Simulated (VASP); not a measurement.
Set up this calculation in VASP 6.6.1, as the native input.

* Task: single point
* Functional: PBE
* Potentials or basis: VASP PAW PBE potentials, release 64 (H)
* Cutoff: 520 eV
* k mesh: 6 × 6 × 6
* Occupations: gaussian, width 0.05 eV
* Spin: no spin polarisation
* Dipole correction: no
* Further INCAR settings: ALGO = Normal; EDIFF = 1e-07; NBANDS = 14

The structure of H lies in POSCAR:

```
H
1.0
    3.8527557869     -3.7546872454     -0.1715979811
    3.7209298036      3.6228612621      0.0189968662
   -3.8808601857      0.1833382816      4.6820787930
H
8
Direct
    0.4721764050      0.4088466467      0.8854881807
    0.1052489387      0.6479579282      0.3729151276
    1.0069579269      0.9957299917      0.9003820083
    0.6671727572      0.2558057113      0.4159471312
   -0.0434955624      0.0444184542      0.1306784374
    0.8860122388      0.2823485162      0.6461150910
    0.6041251927      0.6049258412      0.1309526649
    0.3018021030      0.7599669105      0.5175213588
```

This cell differs from its parent crystal: atoms moved at random and the cell strained at random.

One way to write it, as run:

INCAR

```
ALGO = Normal
EDIFF = 1E-7
ENCUT = 520
GGA = PE
ISIF = 2
ISMEAR = 0
LASPH = T
LCHARG = F
LREAL = F
LWAVE = F
NBANDS = 14
NELM = 100
PREC = Accurate
SIGMA = 0.05
```

KPOINTS

```
k-points
0
Gamma
  6 6 6
```

Potentials or basis: VASP PAW PBE potentials, release 64 (H).

Launch:

```bash
$ cat potpaw_PBE.64/H/POTCAR > POTCAR
$ mpirun -np 1 vasp_std > vasp.out
```

It gave:

```json
{
 "Pressure": "-8.7 GPa",
 "Largest force": "4.607 eV/Å",
 "Band gap on the k mesh": "3.78 eV (least direct gap 4.22 eV)"
}
```

Caveat: the cell differs from its parent crystal (atoms moved at random and the cell strained at random); the cell stands under tension; forces of over 1 eV/Å act on the atoms, so gaps and moduli don't describe the material at rest.

It took 4 min on 1 thread of Intel Xeon 8259CL, with other jobs on the host, peak memory 0.33 GiB.
